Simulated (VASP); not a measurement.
Input of a VASP 6.6.1 run:

File INCAR:

```
ALGO = Normal
EDIFF = 1E-6
ENCUT = 600
GGA = PS
GGA_COMPAT = F
ISIF = 2
ISMEAR = -1
ISPIN = 2
IVDW = 12
LASPH = T
LCHARG = T
LELF = T
LMAXMIX = 6
LORBIT = 11
LREAL = F
LVHAR = T
LWAVE = F
MAGMOM = 7 0
NBANDS = 22
NELM = 200
PREC = Accurate
SIGMA = 0.05
```

KPOINTS

```
k-points
0
Gamma
  8 8 8
```

Contents of POSCAR:

```
EuS
1.0
    0.0000000000      2.9382450654      2.9382450654
    2.9382450654      0.0000000000      2.9382450654
    2.9382450654      2.9382450654      0.0000000000
Eu S
1 1
Direct
    0.0000000000      0.0000000000      0.0000000000
    0.5000000000      0.5000000000      0.5000000000
```

Potentials or basis: VASP PAW PBE potentials, release 64 (Eu, S).

The run is started by

```bash
$ cat potpaw_PBE.64/Eu/POTCAR potpaw_PBE.64/S/POTCAR > POTCAR
$ mpirun -np 1 vasp_std > vasp.out
```

(1) Estimate the site moments.

(2) Predict the pressure.

Answers

(1) Eu +6.57; S -0.07 μB.

(2) -6.5 GPa.

Caveat: the cell stands under tension; the PAW data sets were made with another functional, which shifts forces and pressure a little; a cell with one magnetic atom can't hold antiferromagnetic order, which such compounds often take.
